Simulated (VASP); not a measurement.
# Al3GaSb4 (I-42m) in VASP: a series of runs

Runs on Al3GaSb4. Level: PBE. Tasks: single point, relaxation of shape and atoms at fixed volume.

Program: VASP 6.6.1. These are calculated values, not measurements. Logs are shortened: lines on timing, memory, paths and dates and some standing lists are left out, and cuts for length are marked.

## (1) The cell of the first run

Symmetry: I-42m, No. 121, tetragonal system. The conventional cell has a = 6.160 Å, b = 6.160 Å, c = 12.319 Å, α = 90.00°, β = 90.00°, γ = 90.00°. Within 3.5 Å of Al (site symmetry -42m) lie 4 Sb at 2.67 Å. Al (site symmetry -4) has 4 Sb at 2.67 Å within 3.5 Å. Within 3.5 Å of Ga (site symmetry -42m) lie 4 Sb at 2.67 Å. Within 3.5 Å of Sb (site symmetry m) lie 1 Ga at 2.67 Å and 3 Al at 2.67 Å.

## (2) Single point, PBE (volume scaled by 0.97, then relaxed in part)

INCAR

```
SYSTEM = Al3GaSb4
  ALGO = Normal
  EDIFF = 1E-6
  ENCUT = 520
  GGA = PE
  ISIF = 2
  ISMEAR = 0
  LASPH = .TRUE.
  LCHARG = .TRUE.
  LELF = .TRUE.
  LREAL = .FALSE.
  LVHAR = .TRUE.
  LWAVE = .FALSE.
  NBANDS = 31
  NELM = 100
  PREC = Accurate
  SIGMA = 0.02
```

KPOINTS

```
k-points
0
G
  6 6 6
  0 0 0
```

POSCAR

```
Al3GaSb4
1.0
   -3.0798143522      3.0798143522      6.1596663206
    3.0798143522     -3.0798143522      6.1596663206
    3.0798143522      3.0798143522     -6.1596663206
Al Ga Sb
3 1 4
Direct
    0.5000000000      0.5000000000      0.0000000000
    0.2500000000      0.7500000000      0.5000000000
    0.7500000000      0.2500000000      0.5000000000
    0.0000000000      0.0000000000      0.0000000000
    0.6252060000      0.6252060000      0.5004640000
    0.1247420000      0.1247420000      0.4995360000
    0.8752580000      0.3747940000      0.0000000000
    0.3747940000      0.8752580000      0.0000000000
```

Potentials or basis: VASP PAW PBE potentials, release 64 (Al, Ga_d, Sb).

The run is started by

```bash
cat potpaw_PBE.64/Al/POTCAR potpaw_PBE.64/Ga_d/POTCAR potpaw_PBE.64/Sb/POTCAR > POTCAR
mpirun -np 1 vasp_std > vasp.out
```

OUTCAR:

```text
SYSTEM = Al3GaSb4
   EDIFF = 1E-6
   ENCUT = 520
   GGA = PE
   ISIF = 2
   ISMEAR = 0
   LASPH = .TRUE.
   LREAL = .FALSE.
   NELM = 100
   PREC = Accurate

 ion  position               nearest neighbor table
   1  0.500  0.500  0.000-   6 2.67   7 2.67   8 2.67   5 2.67
   2  0.250  0.750  0.500-   6 2.67   8 2.67   7 2.67   5 2.67
   3  0.750  0.250  0.500-   6 2.67   7 2.67   8 2.67   5 2.67
   4  0.000  0.000  0.000-   6 2.67   7 2.67   8 2.67   5 2.67
   5  0.625  0.625  0.500-   4 2.67   3 2.67   2 2.67   1 2.67
   6  0.125  0.125  0.500-   4 2.67   3 2.67   2 2.67   1 2.67
   7  0.875  0.375  0.000-   4 2.67   2 2.67   3 2.67   1 2.67
   8  0.375  0.875  0.000-   4 2.67   3 2.67   2 2.67   1 2.67

  LATTYP: Found a body centered tetragonal cell.
 ALAT       =     6.1596287044
 C/A-ratio  =     2.0000122138

  Lattice vectors:

 A1 = (  -3.0798143522,   3.0798143522,   6.1596663206)
 A2 = (   3.0798143522,  -3.0798143522,   6.1596663206)
 A3 = (   3.0798143522,   3.0798143522,  -6.1596663206)

Analysis of symmetry for initial positions (statically):
=====================================================================
 Subroutine PRICEL returns:
 Original cell was already a primitive cell.

 Routine SETGRP: Setting up the symmetry group for a
 body centered tetragonal supercell.

 Subroutine GETGRP returns: Found  8 space group operations
 (whereof  8 operations were pure point group operations)
 out of a pool of 16 trial point group operations.

The static configuration has the point symmetry D_2d.

Analysis of symmetry for dynamics (positions and initial velocities):
=====================================================================
 Subroutine PRICEL returns:
 Original cell was already a primitive cell.

 Routine SETGRP: Setting up the symmetry group for a
 body centered tetragonal supercell.

 Subroutine GETGRP returns: Found  8 space group operations
 (whereof  8 operations were pure point group operations)
 out of a pool of 16 trial point group operations.

The dynamic configuration has the point symmetry D_2d.

 Subroutine INISYM returns: Found  8 space group operations
 (whereof  8 operations are pure point group operations),
 and found     1 'primitive' translations

----------------------------------------------------------------------------------------

                                     Primitive cell

  volume of cell :     233.7041

[... 99 lines left out ...]
   NELM   =    100;   NELMIN=  2; NELMDL= -5     # of ELM steps
   EDIFF  = 0.1E-05   stopping-criterion for ELM
   LREAL  =      F    real-space projection
   EDIFFG = 0.1E-04   stopping-criterion for IOM
   NSW    =      0    number of steps for IOM
   IBRION =     -1    ionic relax: 0-MD 1-quasi-New 2-CG
   NFREE  =      0    steps in history (QN), initial steepest desc. (CG)
   ISIF   =      2    stress and relaxation
   ISYM   =      2    0-nonsym 1-usesym 2-fastsym
   POTIM  = 0.5000    time-step for ionic-motion
   TEBEG  =    0.0;   TEEND  =   0.0 temperature during run
   PSTRESS=    0.0 pullay stress
   NELECT =      42.0000    total number of electrons
   NUPDOWN=      -1.0000    fix difference up-down
   EMIN   =  10.00;   EMAX   =-10.00  energy-range for DOS
   EFERMI =   0.00;   METHOD = LEGACY
   ISMEAR =     0;   SIGMA  =   0.02  broadening in eV -4-tet -1-fermi 0-gaus
   EFERMI_NEDOS =   21; number of points for ismear=-14 and -15
   IALGO  =     38    algorithm
   IMIX   =      4    mixing-type and parameters
     AMIX     =   0.40;   BMIX     =  1.00
     AMIX_MAG =   1.60;   BMIX_MAG =  1.00
  volume/ion in A,a.u.               =      29.21       197.14
  Fermi-wavevector in a.u.,A,eV,Ry     =   0.923852  1.745828 11.612612  0.853503
  Thomas-Fermi vector in A             =   2.049534
   LORBIT       =      0    0 simple, 1 ext, 2 COOP (PROOUT), +10 PAW based schemes
   GGA     = PE    functional components
   LHFCALC =     F    Hartree Fock is set to
   AEXX    =    0.0000 exact exchange contribution
   IVDW    =     0    specifies the selected vdW correction
   LEPSILON=     F    determine dielectric tensor
   LRPA    =     F    only Hartree local field effects (RPA)
 non-spin polarized calculation
 Gauss-broadening in eV      SIGMA  =   0.02
  energy-cutoff  :      520.00
  volume of cell :      233.70
 maximum number of plane-waves:      6350
   NGX = 29   NGY = 29   NGZ = 29

 number of electron      41.9999996 magnetization

 Free energy of the ion-electron system (eV)
  ---------------------------------------------------
  ext. energy  EPLUGINS =         0.00000000
  ---------------------------------------------------
  free energy    TOTEN  =       -31.95744080 eV

  energy without entropy =      -31.95744080  energy(sigma->0) =      -31.95744080

 E-fermi :   4.8177     XC(G=0):  -8.7042

 val. band max:        4.6885158596   @ k =   0.0000   0.0000   0.0000
 cond. band min:       5.4915791347   @ k =   0.5000   0.5000  -0.0000
 fundamental gap:      0.8030632751
 Fermi energy:         4.8177482046

 k-point     1 :       0.0000    0.0000    0.0000
  band No.  band energies     occupation
      1     -10.0926      2.00000
      2     -10.0926      2.00000
      3     -10.0923      2.00000
      4     -10.0493      2.00000
      5     -10.0491      2.00000
      6      -6.1502      2.00000
[... 805 lines left out ...]
     30       8.3310      0.00000
     31       9.0524      0.00000

 [... further k-points ...]
[... 5 lines left out ...]
  --------------------------------------------------------------------------------------
  -------------------------------------------------------------------------------------
  Total        2.5542325      2.5542325      2.5519652      0.0000000     -0.0000000      0.0000000
  in kB       17.5107505     17.5107505     17.4952065      0.0000000     -0.0000000      0.0000000
  external PRESSURE =      17.5055692 kB  Pullay stress =       0.0000000 kB

 VOLUME and BASIS-vectors are now :
 -----------------------------------------------------------------------------
  energy-cutoff  :      520.00
  volume of cell :      233.70
      direct lattice vectors                 reciprocal lattice vectors
    -3.079814352  3.079814352  6.159666321     0.000000000  0.162347448  0.081173228
     3.079814352 -3.079814352  6.159666321     0.162347448  0.000000000  0.081173228
     3.079814352  3.079814352 -6.159666321     0.162347448  0.162347448  0.000000000

 POSITION                                       TOTAL-FORCE (eV/Angst)
 -----------------------------------------------------------------------------------
      0.00000      0.00000      6.15967        -0.000000      0.000000     -0.000000
      3.07981     -0.00000      3.07983        -0.000000      0.000000     -0.000000
     -0.00000      3.07981      3.07983        -0.000000      0.000000     -0.000000
      0.00000      0.00000      0.00000        -0.000000      0.000000     -0.000000
      1.54134      1.54134      4.61943         0.011730      0.011730      0.011820
      1.53848      1.53848     -1.54024        -0.011730     -0.011730      0.011820
     -1.54134      1.54134      7.69990        -0.011730      0.011730     -0.011820
      1.54134     -1.54134      7.69990         0.011730     -0.011730     -0.011820
 -----------------------------------------------------------------------------------
    total drift:                               -0.000003     -0.000003     -0.000000

  FREE ENERGIE OF THE ION-ELECTRON SYSTEM (eV)
  ---------------------------------------------------
  free  energy   TOTEN  =       -31.9574408037 eV

  energy  without entropy=      -31.9574408037  energy(sigma->0) =      -31.95744080
```

Wall time 6.3 min (1 thread of Intel Xeon 6975P-C, shared host); peak memory 0.57 GiB.

Results:

- Free energy: -31.9574 eV
- Pressure: 1.8 GPa
- Largest force: 0.020 eV/Å
- Band gap on the k mesh: 0.80 eV, indirect (least direct gap 0.98 eV)

Forces in eV/Å, atoms in the order of the input:
```
Al   0.000  0.000  0.000
Al   0.000  0.000  0.000
Al   0.000  0.000  0.000
Ga   0.000  0.000  0.000
Sb   0.012  0.012  0.012
Sb  -0.012 -0.012  0.012
Sb  -0.012  0.012 -0.012
Sb   0.012 -0.012 -0.012
```

Caveat: spin-orbit coupling is left out, which moves the levels of the heavy elements.

## (3) Relaxation of shape and atoms at fixed volume, PBE (volume scaled by 1.10)

INCAR

```
SYSTEM = Al3GaSb4
ALGO = Normal ; EDIFF = 1E-6
EDIFFG = -0.01 ; ENCUT = 600
GGA = PE ; IBRION = 2
ISIF = 4 ; ISMEAR = 0
LASPH = .True. ; LCHARG = .False.
LREAL = .False. ; LWAVE = .False.
NELM = 100 ; NSW = 50
PREC = Accurate ; SIGMA = 0.02
```

KPOINTS

```
k-points
0
Gamma
  6 6 6
  0 0 0
```

POSCAR

```
Al3GaSb4
1.0
   -3.2116624334      3.2116624334      6.4234364318
    3.2116624334     -3.2116624334      6.4234364318
    3.2116624334      3.2116624334     -6.4234364318
Al Ga Sb
3 1 4
Direct
    0.5000000000      0.5000000000      0.0000000000
    0.2500000000      0.7500000000      0.5000000000
    0.7500000000      0.2500000000      0.5000000000
    0.0000000000      0.0000000000      0.0000000000
    0.6248126804      0.6248126804      0.4998677220
    0.1249449584      0.1249449584      0.5001322780
    0.8750550416      0.3751873196      0.0000000000
    0.3751873196      0.8750550416      0.0000000000
```

Potentials or basis: VASP PAW PBE potentials, release 64 (Al, Ga_d, Sb).

The run is started by

```bash
cat potpaw_PBE.64/Al/POTCAR potpaw_PBE.64/Ga_d/POTCAR potpaw_PBE.64/Sb/POTCAR > POTCAR
mpirun -np 1 vasp_std > vasp.out
```

OUTCAR:

```text
SYSTEM = Al3GaSb4
   EDIFF = 1E-6
   EDIFFG = -0.01
   ENCUT = 600
   GGA = PE
   IBRION = 2
   ISIF = 4
   ISMEAR = 0
   LASPH = .True.
   LREAL = .False.
   NELM = 100
   NSW = 50
   PREC = Accurate

 ion  position               nearest neighbor table
   1  0.500  0.500  0.000-   7 2.78   8 2.78   5 2.78   6 2.78
   2  0.250  0.750  0.500-   5 2.78   6 2.78   8 2.78   7 2.78
   3  0.750  0.250  0.500-   5 2.78   6 2.78   7 2.78   8 2.78
   4  0.000  0.000  0.000-   6 2.78   7 2.78   8 2.78   5 2.78
   5  0.625  0.625  0.500-   2 2.78   3 2.78   1 2.78   4 2.78
   6  0.125  0.125  0.500-   2 2.78   3 2.78   1 2.78   4 2.78
   7  0.875  0.375  0.000-   3 2.78   2 2.78   1 2.78   4 2.78
   8  0.375  0.875  0.000-   2 2.78   3 2.78   1 2.78   4 2.78

  LATTYP: Found a body centered tetragonal cell.
 ALAT       =     6.4233248668
 C/A-ratio  =     2.0000347375

  Lattice vectors:

 A1 = (  -3.2116624334,   3.2116624334,   6.4234364318)
 A2 = (   3.2116624334,  -3.2116624334,   6.4234364318)
 A3 = (   3.2116624334,   3.2116624334,  -6.4234364318)

Analysis of symmetry for initial positions (statically):
=====================================================================
 Subroutine PRICEL returns:
 Original cell was already a primitive cell.

 Routine SETGRP: Setting up the symmetry group for a
 body centered tetragonal supercell.

 Subroutine GETGRP returns: Found  8 space group operations
 (whereof  8 operations were pure point group operations)
 out of a pool of 16 trial point group operations.

The static configuration has the point symmetry D_2d.

Analysis of symmetry for dynamics (positions and initial velocities):
=====================================================================
 Subroutine PRICEL returns:
 Original cell was already a primitive cell.

[... 137 lines left out ...]
   IMIX   =      4    mixing-type and parameters
     AMIX     =   0.40;   BMIX     =  1.00
     AMIX_MAG =   1.60;   BMIX_MAG =  1.00
  volume/ion in A,a.u.               =      33.13       223.56
  Fermi-wavevector in a.u.,A,eV,Ry     =   0.885922  1.674150 10.678640  0.784858
  Thomas-Fermi vector in A             =   2.007020
   LORBIT       =      0    0 simple, 1 ext, 2 COOP (PROOUT), +10 PAW based schemes
   GGA     = PE    functional components
   LHFCALC =     F    Hartree Fock is set to
   AEXX    =    0.0000 exact exchange contribution
   IVDW    =     0    specifies the selected vdW correction
   LEPSILON=     F    determine dielectric tensor
   LRPA    =     F    only Hartree local field effects (RPA)
 conjugate gradient relaxation of ions
 non-spin polarized calculation
 Gauss-broadening in eV      SIGMA  =   0.02
  energy-cutoff  :      600.00
  volume of cell :      265.03
 maximum number of plane-waves:      8894
   NGX = 31   NGY = 31   NGZ = 31

 number of electron      41.9999999 magnetization

 Free energy of the ion-electron system (eV)
  ---------------------------------------------------
  ext. energy  EPLUGINS =         0.00000000
  ---------------------------------------------------
  free energy    TOTEN  =       -31.71416575 eV

  energy without entropy =      -31.71416575  energy(sigma->0) =      -31.71416575

 E-fermi :   3.6477     XC(G=0):  -8.2111

 val. band max:        3.5549371658   @ k =   0.0000   0.0000   0.0000
 cond. band min:       3.7489986498   @ k =   0.0000   0.0000   0.0000
 fundamental gap:      0.1940614840
 Fermi energy:         3.6477276747

 k-point     1 :       0.0000    0.0000    0.0000
  band No.  band energies     occupation
      1     -11.0824      2.00000
      2     -11.0824      2.00000
      3     -11.0824      2.00000
      4     -11.0538      2.00000
      5     -11.0536      2.00000
      6      -6.5923      2.00000
[... 685 lines left out ...]
     25       5.7327      0.00000
     26       5.8812      0.00000

 [... further k-points ...]
[... 5 lines left out ...]
  --------------------------------------------------------------------------------------
  -------------------------------------------------------------------------------------
  Total       -5.9497351     -5.9497351     -5.9467797      0.0000000      0.0000000     -0.0000000
  in kB      -35.9683910    -35.9683910    -35.9505241      0.0000000      0.0000000     -0.0000000
  external PRESSURE =     -35.9624354 kB  Pullay stress =       0.0000000 kB

 VOLUME and BASIS-vectors are now :
 -----------------------------------------------------------------------------
  energy-cutoff  :      600.00
  volume of cell :      265.03
      direct lattice vectors                 reciprocal lattice vectors
    -3.211662433  3.211662433  6.423436432     0.000000000  0.155682613  0.077839955
     3.211662433 -3.211662433  6.423436432     0.155682613  0.000000000  0.077839955
     3.211662433  3.211662433 -6.423436432     0.155682613  0.155682613  0.000000000

 POSITION                                       TOTAL-FORCE (eV/Angst)
 -----------------------------------------------------------------------------------
      0.00000      0.00000      6.42344        -0.000000      0.000000      0.000000
      3.21166      0.00000      3.21172        -0.000000      0.000000      0.000000
      0.00000      3.21166      3.21172        -0.000000      0.000000      0.000000
      0.00000      0.00000      0.00000        -0.000000      0.000000      0.000000
      1.60541      1.60541      4.81602        -0.004666     -0.004666     -0.006358
      1.60626      1.60626     -1.60742         0.004666      0.004666     -0.006358
     -1.60541      1.60541      8.03085         0.004666     -0.004666      0.006358
      1.60541     -1.60541      8.03085        -0.004666      0.004666      0.006358
 -----------------------------------------------------------------------------------
    total drift:                               -0.000001     -0.000001      0.000000

  FREE ENERGIE OF THE ION-ELECTRON SYSTEM (eV)
  ---------------------------------------------------
  free  energy   TOTEN  =       -31.7141657459 eV

  energy  without entropy=      -31.7141657459  energy(sigma->0) =      -31.71416575

 reached required accuracy - stopping structural energy minimisation
```

CONTCAR:

```text
Al3GaSb4
   1.00000000000000
    -3.2116624333999999    3.2116624333999999    6.4234364317999999
     3.2116624333999999   -3.2116624333999999    6.4234364317999999
     3.2116624333999999    3.2116624333999999   -6.4234364317999999
  Al              Ga              Sb
     3     1     4
Direct
     0.5000000000000000    0.5000000000000000    0.0000000000000000
     0.2500000000000000    0.7500000000000000    0.5000000000000000
     0.7500000000000000    0.2500000000000000    0.5000000000000000
     0.0000000000000000    0.0000000000000000    0.0000000000000000
     0.6248126803999980    0.6248126803999980    0.4998677219999976
     0.1249449584000004    0.1249449584000004    0.5001322780000024
     0.8750550415999996    0.3751873196000020    0.0000000000000000
     0.3751873196000020    0.8750550415999996    0.0000000000000000

  0.00000000E+00  0.00000000E+00  0.00000000E+00
  0.00000000E+00  0.00000000E+00  0.00000000E+00
  0.00000000E+00  0.00000000E+00  0.00000000E+00
  0.00000000E+00  0.00000000E+00  0.00000000E+00
  0.00000000E+00  0.00000000E+00  0.00000000E+00
  0.00000000E+00  0.00000000E+00  0.00000000E+00
  0.00000000E+00  0.00000000E+00  0.00000000E+00
  0.00000000E+00  0.00000000E+00  0.00000000E+00
```

Wall time 3.4 min (1 thread of AMD EPYC 9R45 (Zen 5), shared host); peak memory 0.7 GiB.

What came out:

- Free energy: -31.7142 eV
- Pressure after relaxing: -3.6 GPa
- Largest force after relaxing: 0.009 eV/Å
- Band gap on the k mesh: 0.19 eV, direct

Forces in eV/Å, atoms in the order of the input:
```
Al   0.000  0.000  0.000
Al   0.000  0.000  0.000
Al   0.000  0.000  0.000
Ga   0.000  0.000  0.000
Sb  -0.005 -0.005 -0.006
Sb   0.005  0.005 -0.006
Sb   0.005 -0.005  0.006
Sb  -0.005  0.005  0.006
```

Final structure:
```
Al Ga Sb
1.0
    -3.21166    3.21166    6.42344
     3.21166   -3.21166    6.42344
     3.21166    3.21166   -6.42344
Al Ga Sb
3 1 4
Direct
  0.50000 0.50000 0.00000
  0.25000 0.75000 0.50000
  0.75000 0.25000 0.50000
  0.00000 0.00000 0.00000
  0.62481 0.62481 0.49987
  0.12494 0.12494 0.50013
  0.87506 0.37519 0.00000
  0.37519 0.87506 0.00000
```

Levels at points of the mesh, in eV from the valence-band top:
```
           k point  band 18  band 19  band 20  band 21  band 22  band 23  band 24  band 25
(0.00, 0.00, 0.00)    -1.93     0.00     0.00     0.00     0.19     1.38     1.46     2.96
(0.50, 0.00, 0.00)    -1.66    -1.65    -0.96    -0.91     2.07     2.51     2.73     2.78
(0.50, 0.50, 0.00)    -0.84    -0.81    -0.81    -0.79     0.53     0.96     2.16     2.24
(0.50, 0.50, 0.50)    -1.24    -1.24    -1.19    -1.19     1.05     1.45     1.45     1.55
```

Caveat: the relaxation stopped at its first step, so nothing moved; spin-orbit coupling is left out, which moves the levels of the heavy elements. A k mesh can miss the band edges.
